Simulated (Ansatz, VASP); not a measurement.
Re: VASP beside Ansatz

```xyz
2
Lattice="2.5502 0.0000 0.0000 -1.2751 2.2086 0.0000 0.0000 0.0000 4.0778" Properties=species:S:1:pos:R:3 pbc="T T T"
Re    0.0000    1.4724    1.0194
Re    1.2751    0.7362    3.0583
```

Change from the starting cell: volume scaled by 0.9405, crystal datasets.

Alike in both runs: task electric field gradients; functional PBE; k mesh 14 × 14 × 8; occupations fermi-dirac, width 0.05 eV; no spin polarisation.

|  | VASP | Ansatz |
| --- | --- | --- |
| version | VASP 6.6.1 | Ansatz 0.2.0 |
| potentials or method | VASP PAW PBE potentials, release 64 (Re), cutoff 520 eV | all-electron PAW with datasets made for the crystal, scalar-relativistic |

```tsv
	VASP	Ansatz	Ansatz less VASP
pressure (GPa)	173.7	168.8	-4.87
traceless stress, the component that is largest in VASP (GPa)	6.22	6.22	+0.001
size of Vzz on the site where it differs most (V/Å²)	107.1	81.6	-25.56
```

Both programs put the cell under a high pressure, so it lies far from rest at this level. Ansatz ran all-electron here, and VASP with PAW potentials.

Spin-orbit coupling is off throughout. Noted on VASP's run: the cell as given lies far from equilibrium.
